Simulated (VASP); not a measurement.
Here is a VASP 6.6.1 calculation.

The input INCAR:

```
SYSTEM = Na4Au
PREC = Accurate
ENCUT = 520
EDIFF = 1E-7
ISMEAR = 0
SIGMA = 0.1
LREAL = .False.
LASPH = .True.
NELM = 60
ALGO = Normal
ISIF = 2
LWAVE = .False.
LCHARG = .False.
GGA = PE
NBANDS = 28
```

Contents of KPOINTS:

```
regular mesh
0
Gamma
  4 4 4
  0 0 0
```

Contents of POSCAR:

```
Na4Au
1.0
   -3.4807443000      3.4807443000      3.4807443000
    3.4807443000     -3.4807443000      3.4807443000
    3.4807443000      3.4807443000     -3.4807443000
Na Au
4 1
Direct
    0.5000000000      0.5000000000      0.5000000000
    0.0000000000      0.0000000000      0.5000000000
    0.0000000000      0.5000000000      0.0000000000
    0.5000000000      0.0000000000      0.0000000000
    0.0000000000      0.0000000000      0.0000000000
```

Potentials or basis: VASP PAW PBE potentials, release 64 (Na_pv, Au).

Run with:

```console
$ cat potpaw_PBE.64/Na_pv/POTCAR potpaw_PBE.64/Au/POTCAR > POTCAR
$ mpirun -np 1 vasp_std > vasp.out
```

Question: What does it give for the pressure?

Answer: -0.1 GPa.

Question: What does it give for the band gap on the k mesh?

Answer: Zero (an odd number of electrons rules out a gap without spin polarisation).

Caveat: spin-orbit coupling is left out, which moves the levels of the heavy elements.
